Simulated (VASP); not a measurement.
A run of VASP 6.6.1:

The input POSCAR:

```
N
1.0
    0.0000000000      1.5941866354      1.5941866354
    1.5941866354      0.0000000000      1.5941866354
    1.5941866354      1.5941866354      0.0000000000
N
1
Direct
    0.0000000000      0.0000000000      0.0000000000
```

Contents of INCAR.step1:

```
ALGO = Normal
EDIFF = 1E-4
ENCUT = 520
GGA = PE
ISMEAR = 0
LASPH = True
LCHARG = False
LREAL = False
LWAVE = True
NBANDS = 8
NELM = 100
PREC = Accurate
SIGMA = 0.15
```

File INCAR.step2:

```
ALGO = Normal
EDIFF = 1E-7
ENCUT = 520
ISIF = 2
ISMEAR = 0
ISTART = 1
LASPH = True
LCHARG = True
LELF = True
LMIXTAU = True
LREAL = False
LVHAR = True
LWAVE = False
METAGGA = R2SCAN
NBANDS = 8
NELM = 100
PREC = Accurate
SIGMA = 0.15
```

File KPOINTS:

```
k-points
0
Gamma
  13 13 13
```

Potentials or basis: VASP PAW PBE potentials, release 64 (N).

Launch:

```console
$ cat potpaw_PBE.64/N/POTCAR > POTCAR
$ cp INCAR.step1 INCAR
$ mpirun -np 1 vasp_std > vasp.out
$ cp INCAR.step2 INCAR
$ mpirun -np 1 vasp_std > vasp.out
```

Hardware: 1 thread of Intel(R) Xeon(R) Platinum 8488C (Sapphire Rapids) (shared host).

Q: How long does it take, and how much memory?

A: Wall time 23 s on 1 thread of Intel(R) Xeon(R) Platinum 8488C (Sapphire Rapids), on a shared host, peak memory 0.11 GiB. Counts: k points 84.
